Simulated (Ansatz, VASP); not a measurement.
**InP: VASP beside Ansatz**

INCAR

```
ALGO = Normal ; DIPOL = 0.5 0.5 0.403
EDIFF = 1E-7 ; ENCUT = 520
GGA = PE ; IDIPOL = 3
ISIF = 2 ; ISMEAR = 0
IVDW = 12 ; LASPH = True
LCHARG = False ; LDIPOL = True
LREAL = Auto ; LWAVE = False
NBANDS = 86 ; NELM = 100
PREC = Accurate ; SIGMA = 0.05
```

Contents of KPOINTS:

```
k-points
0
Gamma
  2 2 1
```

POSCAR

```
InP
1.0
    8.3347933365      0.0000000000      0.0000000000
   -4.1673966682      7.2181427647      0.0000000000
    0.0000000000      0.0000000000     25.2424314137
P In
8 8
Direct
    0.5000000000      0.0000000000      0.3169266807
    0.5000000000      0.5000000000      0.3169266807
    0.0000000000      0.0000000000      0.3169266807
    0.0000000000      0.5000000000      0.3169266807
    0.6660349504      0.8310074928      0.4576304780
    0.6661392667      0.3340855889      0.4576402210
    0.1643962633      0.8318873304      0.4616733514
    0.1686351087      0.3337404055      0.4584577947
    0.1666666667      0.8333333333      0.3506265359
    0.1666666667      0.3333333333      0.3506265359
    0.6666666667      0.8333333333      0.3506265359
    0.6666666667      0.3333333333      0.3506265359
    0.3343339070      0.6666744250      0.4872643537
    0.3346750602      0.1669118170      0.4874949548
    0.8301588771      0.6645219955      0.4890638647
    0.8326778202      0.1657323990      0.4816557737
```

Input for Ansatz:

```yaml
crystal:
  lattice:
    - [8.3347933365, 0.0, 0.0]
    - [-4.1673966682, 7.2181427647, 0.0]
    - [0.0, 0.0, 25.2424314137]
  atoms:
    - { symbol: P, position: [0.5, 0.0, 0.3169266807] }
    - { symbol: P, position: [0.5, 0.5, 0.3169266807] }
    - { symbol: P, position: [0.0, 0.0, 0.3169266807] }
    - { symbol: P, position: [0.0, 0.5, 0.3169266807] }
    - { symbol: In, position: [0.1666666667, 0.8333333333, 0.3506265359] }
    - { symbol: In, position: [0.1666666667, 0.3333333333, 0.3506265359] }
    - { symbol: In, position: [0.6666666667, 0.8333333333, 0.3506265359] }
    - { symbol: In, position: [0.6666666667, 0.3333333333, 0.3506265359] }
    - { symbol: P, position: [0.6660349504, 0.8310074928, 0.457630478] }
    - { symbol: P, position: [0.6661392667, 0.3340855889, 0.457640221] }
    - { symbol: P, position: [0.1643962633, 0.8318873304, 0.4616733514] }
    - { symbol: P, position: [0.1686351087, 0.3337404055, 0.4584577947] }
    - { symbol: In, position: [0.334333907, 0.666674425, 0.4872643537] }
    - { symbol: In, position: [0.3346750602, 0.166911817, 0.4874949548] }
    - { symbol: In, position: [0.8301588771, 0.6645219955, 0.4890638647] }
    - { symbol: In, position: [0.8326778202, 0.165732399, 0.4816557737] }
basis:
  ecutwfc: 420
kpoints:
  mp_grid: { grid: [2, 2, 1] }
hamiltonian:
  xc: pbe
  dispersion: d3bj
scf:
  occupations: { method: gaussian, width: 0.05 }
output:
  forces: true
  eigenvalues: true
  write_density: true
  volumetric_format: npy
efield:
  axis: 3
  dipole_correction: true
  ramp_width: 0.04
```

Alike in both runs: task single point; functional PBE; dispersion D3(BJ); k mesh 2 × 2 × 1; occupations gaussian, width 0.05 eV; no spin polarisation.

|  | VASP | Ansatz |
| --- | --- | --- |
| version | VASP 6.6.1 | Ansatz 0.2.0 |
| potentials or method | VASP PAW PBE potentials, release 64 (P, In_d), cutoff 520 eV | scalar-relativistic, plane waves, PAW |
| valence electrons in the cell | 144 | 144 |

|  | VASP | Ansatz | Ansatz less VASP |
| --- | --- | --- | --- |
| gap on the k mesh at the Fermi level (eV) | 0.07 | 0.07 | 0.000 |
| least direct gap on the mesh (eV) | 0.07 | 0.07 | 0.000 |
| rms of the force components (eV/Å) | 0.249 | 0.249 | +0.0002 |

The k mesh is coarse, so the values compare programs but aren't converged.
